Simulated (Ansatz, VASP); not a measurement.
## One calculation of HCl, two programs

```xyz
20
Lattice="7.9896 0.0000 0.0000 0.0000 7.9896 0.0000 0.0000 0.0000 7.9896" Properties=species:S:1:pos:R:3 pbc="T T T"
Cl    1.4677    4.2536    5.2022
Cl    3.3592    2.5133    2.2987
Cl    5.5073    0.4027    8.4518
Cl    6.0678    4.7927    6.9693
Cl    4.7828    6.7966    3.8311
Cl   -0.2927    4.3627    2.1061
Cl    0.9296    1.5371    7.7891
Cl    1.5890    0.0137    4.6094
Cl    6.4606    1.9729    4.3220
Cl    2.7355    6.1249    0.3574
H     1.5966    2.9792    5.0053
H     2.5047    2.1183    1.3935
H     6.2817   -0.5244    7.9499
H     7.1641    4.3944    6.3926
H     5.3246    7.9860    3.6877
H     0.5774    4.5145    3.0782
H     1.5076    0.7450    6.9261
H     2.8193   -0.3791    4.3608
H     6.7797    2.6988    3.2732
H     3.7520    6.9412    0.4994
```

Alike in both runs: functional PBE; dispersion D3(BJ); k mesh 1 × 1 × 1; occupations fermi-dirac, width 0.05 eV; no spin polarisation.

Ansatz relaxed the structure, and its values are those at the end. VASP's run is a single point on that final structure, the one shown.

|  | VASP | Ansatz |
| --- | --- | --- |
| version | VASP 6.6.1 | Ansatz 0.2.0 |
| potentials or method | VASP PAW PBE potentials, release 64 (Cl, H_h), cutoff 910 eV | scalar-relativistic, plane waves, PAW |
| valence electrons in the cell | 80 | 80 |

Ansatz gave:

```
rms of the force components (eV/Å) : 0.087
```

Q: What did VASP give for the same quantities?

A: rms of the force components (eV/Å): 0.143.
